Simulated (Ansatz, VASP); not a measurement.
# Re in VASP and in Ansatz

```
Re
1.0
     2.73934    0.00000    0.00000
    -1.36967    2.37234    0.00000
     0.00000    0.00000    4.41828
Re
2
Cartesian
  0.0000 1.5816 1.1046
  1.3697 0.7908 3.3137
```

Alike in both runs: task single point; functional PBE; k mesh 21 × 21 × 12; occupations fermi-dirac, width 0.1 eV; no spin polarisation.

|  | VASP | Ansatz |
| --- | --- | --- |
| version | VASP 6.6.1 | Ansatz 0.2.0 |
| potentials or method | VASP PAW PBE potentials, release 64 (Re), cutoff 520 eV | plane waves (420 eV) with PAW, scalar-relativistic |
| valence electrons in the cell | 14 | 30 |

|  | VASP | Ansatz | Ansatz less VASP |
| --- | --- | --- | --- |
| pressure (GPa) | 16.1 | 16.3 | +0.24 |
| traceless stress, the component that is largest in VASP (GPa) | 0.12 | 0.24 | +0.118 |

VASP's potentials hold 14 valence electrons a cell and Ansatz's 30, so a difference there can come from the potentials and not from the codes.

Neither program's run includes spin-orbit coupling.
